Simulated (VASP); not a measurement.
# SnO2 (Pnnm) in VASP: notebook, part 3 of 3

VASP 6.6.1. The steps go on from the part before.

## 5. Single point, LDA (9.95 Å³/atom)

This run uses another cell than the first one, of 9.95 Å³/atom.

INCAR

```
ALGO = Normal ; EDIFF = 1E-6
ENCUT = 520 ; GGA = CA
ISIF = 2 ; ISMEAR = 0
LASPH = True ; LCHARG = False
LREAL = False ; LWAVE = False
NBANDS = 35 ; NELM = 100
PREC = Accurate ; SIGMA = 0.05
```

KPOINTS

```
k-points
0
Gamma
  6 6 10
```

POSCAR

```
SnO2
1.0
    4.4535575503      0.0000000000      0.0000000000
    0.0000000000      4.4540300578      0.0000000000
    0.0000000000      0.0000000000      3.0087295817
Sn O
2 4
Direct
    0.5000000000      0.5000000000      0.5000000000
    0.0000000000      0.0000000000      0.0000000000
    0.2498695594      0.3607957538      0.0000000000
    0.7498695594      0.1392042462      0.5000000000
    0.2501304406      0.8607957538      0.5000000000
    0.7501304406      0.6392042462      0.0000000000
```

On the command line:

```bash
$ cat potpaw_LDA.64/Sn_d/POTCAR potpaw_LDA.64/O/POTCAR > POTCAR
$ mpirun -np 1 vasp_std > vasp.out
```

Wall time 3.6 min (1 thread of Intel Xeon 8259CL, shared host); peak memory 0.26 GiB.

It converged, with:

```
Free energy            : -40.7460 eV
Pressure               : 46.4 GPa
Largest force          : 0.053 eV/Å
Band gap on the k mesh : 3.30 eV (least direct gap 3.43 eV)
```

Forces in eV/Å, atoms in the order of the input:
```
Sn   0.000  0.000  0.000
Sn   0.000  0.000  0.000
O   -0.051  0.015  0.000
O   -0.051 -0.015  0.000
O    0.051  0.015  0.000
O    0.051 -0.015  0.000
```

Stress tensor (GPa, compression positive):
```
42.61  0.00  0.00
 0.00 43.77  0.00
 0.00  0.00 52.73
```

Levels at points of the mesh, in eV from the valence-band top:
```
           k point  band 22  band 23  band 24  band 25  band 26  band 27  band 28  band 29  band 30  band 31
(0.00, 0.00, 0.00)    -0.90    -0.53    -0.43    -0.20    -0.13     3.30     7.32     7.44     7.66    12.03
(0.50, 0.00, 0.00)    -1.30    -0.82    -0.82     0.00     0.00     5.68     5.68     7.16     7.16    12.59
(0.00, 0.50, 0.00)    -2.46    -0.75    -0.75    -0.42    -0.42     6.47     6.47     9.08     9.08    11.91
(0.50, 0.50, 0.00)    -2.46    -1.00    -1.00    -0.38    -0.38     6.90     6.90     8.29     8.29    12.39
(0.00, 0.00, 0.50)    -2.83    -1.93    -1.93    -0.52    -0.52     7.78     7.78    10.58    10.58    11.58
(0.50, 0.00, 0.50)    -2.26    -0.73    -0.73    -0.71    -0.71     8.32     8.32     9.50     9.50    11.52
(0.00, 0.50, 0.50)    -1.59    -0.79    -0.79    -0.04    -0.04     7.84     7.84     8.80     8.80    11.91
(0.50, 0.50, 0.50)    -2.08    -1.10    -1.10    -0.34    -0.34     6.47     6.47     9.89     9.89    12.32
```

Caveat: the cell stands under pressure; spin-orbit coupling is left out, which moves the levels of the heavy elements.

## 6. Single point, LDA (9.95 Å³/atom)

This run uses another cell than the first one, of 9.95 Å³/atom.

INCAR

```
ALGO     = Normal         # electronic algorithm
EDIFF    = 1E-6           # SCF threshold, eV
ENCUT    = 520            # plane-wave cutoff, eV
ISIF     = 2              # what is computed and relaxed
ISMEAR   = 0              # smearing method
LASPH    = T              # aspherical terms in the spheres
LCHARG   = T              # write CHGCAR
LELF     = T              # ELF
LREAL    = F              # projectors in reciprocal space
LVHAR    = T            
LWAVE    = F              # write WAVECAR
NBANDS   = 35             # bands
NELM     = 100            # most SCF steps
PREC     = Accurate       # precision mode
SIGMA    = 0.05           # smearing width, eV
```

KPOINTS is that of step 5.

POSCAR

```
SnO2
1.0
    4.2781297468      0.0000000000      0.0000000000
    0.0000000000      4.5444329708      0.0000000000
    0.0000000000      0.0000000000      3.0697974045
Sn O
2 4
Direct
    0.5000000000      0.5000000000      0.5000000000
    0.0000000000      0.0000000000      0.0000000000
    0.2531764860      0.3542664165      0.0000000000
    0.7531764860      0.1457335835      0.5000000000
    0.2468235140      0.8542664165      0.5000000000
    0.7468235140      0.6457335835      0.0000000000
```

Potentials or basis: VASP PAW LDA potentials, release 64 (Sn_d, O).

On the command line:

```bash
$ cat potpaw_LDA.64/Sn_d/POTCAR potpaw_LDA.64/O/POTCAR > POTCAR
$ mpirun -np 1 vasp_std > vasp.out
```

Wall time 3.3 min (1 thread of Intel Xeon 8259CL, shared host); peak memory 0.26 GiB.

It converged, with:

* Free energy: -40.7685 eV
* Pressure: 46.6 GPa
* Largest force: 0.044 eV/Å
* Band gap on the k mesh: 3.33 eV (least direct gap 3.41 eV)

Forces in eV/Å, atoms in the order of the input:
```
Sn   0.000  0.000  0.000
Sn   0.000  0.000  0.000
O   -0.037  0.024  0.000
O   -0.037 -0.024  0.000
O    0.037  0.024  0.000
O    0.037 -0.024  0.000
```

Stress tensor (GPa, compression positive):
```
47.65  0.00  0.00
 0.00 45.94  0.00
 0.00  0.00 46.13
```

Levels at points of the mesh, in eV from the valence-band top:
| k point | band 24 | band 25 | band 26 | band 27 | band 28 | band 29 |
| --- | --- | --- | --- | --- | --- | --- |
| (0.00, 0.00, 0.00) | -0.33 | -0.27 | -0.09 | 3.33 | 7.05 | 7.07 |
| (0.50, 0.00, 0.00) | -0.90 | -0.07 | -0.07 | 5.83 | 5.83 | 7.03 |
| (0.00, 0.50, 0.00) | -0.73 | -0.20 | -0.20 | 6.48 | 6.48 | 8.73 |
| (0.50, 0.50, 0.00) | -1.03 | -0.16 | -0.16 | 6.88 | 6.88 | 8.09 |
| (0.00, 0.00, 0.50) | -1.88 | -0.49 | -0.49 | 8.02 | 8.02 | 10.94 |
| (0.50, 0.00, 0.50) | -0.44 | -0.40 | -0.40 | 8.49 | 8.49 | 9.91 |
| (0.00, 0.50, 0.50) | -0.69 | 0.00 | 0.00 | 8.19 | 8.19 | 9.11 |
| (0.50, 0.50, 0.50) | -1.09 | -0.31 | -0.31 | 6.77 | 6.77 | 9.75 |

Caveat: the cell stands under pressure; spin-orbit coupling is left out, which moves the levels of the heavy elements. A k mesh can miss the band edges.

## 7. Single point, LDA (9.95 Å³/atom)

This run uses another cell than the first one, of 9.95 Å³/atom.

INCAR

```
  PREC = Accurate
  ENCUT = 520
  EDIFF = 1E-7
  ISMEAR = 0
  SIGMA = 0.05
  LREAL = False
  LASPH = True
  NELM = 80
  ALGO = Normal
  ISIF = 2
  LWAVE = False
  LCHARG = False
  NBANDS = 35
```

KPOINTS

```
Automatic mesh
0
Gamma
  6 6 10
```

POSCAR

```
SnO2
1.0
    4.6360773649      0.0000000000      0.0000000000
    0.0000000000      4.3654733426      0.0000000000
    0.0000000000      0.0000000000      2.9489088788
Sn O
2 4
Direct
    0.5000000000      0.5000000000      0.5000000000
    0.0000000000      0.0000000000      0.0000000000
    0.3533071716      0.2470153406      0.0000000000
    0.8533071716      0.2529846594      0.5000000000
    0.1466928284      0.7470153406      0.5000000000
    0.6466928284      0.7529846594      0.0000000000
```

On the command line:

```bash
$ cat potpaw_LDA.64/Sn_d/POTCAR potpaw_LDA.64/O/POTCAR > POTCAR
$ mpirun -np 1 vasp_std > vasp.out
```

It took 3.4 min on 1 thread of Intel Xeon 8259CL, shared host; peak memory 0.26 GiB.

Results (log left out):

| Item | Value |
| --- | --- |
| Free energy | -40.6500 eV |
| Pressure | 47.8 GPa |
| Largest force | 0.060 eV/Å |
| Band gap on the k mesh | 3.43 eV (least direct gap 3.64 eV) |

Forces on the atoms (eV/Å):
```
Sn   0.000  0.000  0.000
Sn   0.000  0.000  0.000
O    0.005 -0.059  0.000
O    0.005  0.059  0.000
O   -0.005 -0.059  0.000
O   -0.005  0.059  0.000
```

Stress tensor (GPa, compression positive):
```
41.54  0.00  0.00
 0.00 42.36  0.00
 0.00  0.00 59.45
```

Levels at points of the mesh, in eV from the valence-band top:
| k point | band 24 | band 25 | band 26 | band 27 | band 28 | band 29 |
| --- | --- | --- | --- | --- | --- | --- |
| (0.00, 0.00, 0.00) | -0.25 | -0.21 | -0.21 | 3.43 | 7.40 | 7.90 |
| (0.50, 0.00, 0.00) | -0.54 | -0.31 | -0.31 | 6.54 | 6.54 | 9.39 |
| (0.00, 0.50, 0.00) | -0.69 | -0.02 | -0.02 | 5.90 | 5.90 | 7.62 |
| (0.50, 0.50, 0.00) | -0.79 | -0.22 | -0.22 | 7.11 | 7.11 | 8.51 |
| (0.00, 0.00, 0.50) | -1.85 | -0.46 | -0.46 | 7.98 | 7.98 | 10.66 |
| (0.50, 0.00, 0.50) | -0.78 | 0.00 | 0.00 | 7.99 | 7.99 | 8.66 |
| (0.00, 0.50, 0.50) | -0.57 | -0.47 | -0.47 | 8.45 | 8.45 | 9.52 |
| (0.50, 0.50, 0.50) | -1.09 | -0.36 | -0.36 | 6.42 | 6.42 | 9.89 |

Caveat: the cell stands under pressure; spin-orbit coupling is left out, which moves the levels of the heavy elements. A k mesh can miss the band edges.

## 8. The runs side by side

```csv
cell,gap on the mesh (eV),pressure (GPa),largest force (eV/Å)
"a = 4.469, b = 5.042, c = 3.406 Å, 6 atoms, atomic positions A",0.26,-14.6,0.01
"a = 4.826, b = 4.278, c = 2.890 Å, 6 atoms, atomic positions B",3.34,48.1,0.07
"a = 4.110, b = 4.637, c = 3.132 Å, 6 atoms, atomic positions C",3.05,46.0,0.04
"a = 4.454, b = 4.454, c = 3.009 Å, 6 atoms, atomic positions D",3.30,46.4,0.05
"a = 4.278, b = 4.544, c = 3.070 Å, 6 atoms, atomic positions E",3.33,46.6,0.04
"a = 4.636, b = 4.365, c = 2.949 Å, 6 atoms, atomic positions F",3.43,47.8,0.06
```

Alike in all rows: task single point; level LDA; potentials or basis VASP PAW LDA potentials, release 64 (Sn_d, O); no spin polarisation; k mesh 6 × 6 × 10; cutoff (eV) 520; smearing gaussian 0.05 eV.

Caveats: spin-orbit coupling is left out, which moves the levels of the heavy elements; the cell stands under pressure (at least some runs); the cell stands under tension (at least some runs).

Absolute energies hang on the potentials; compare differences alone.
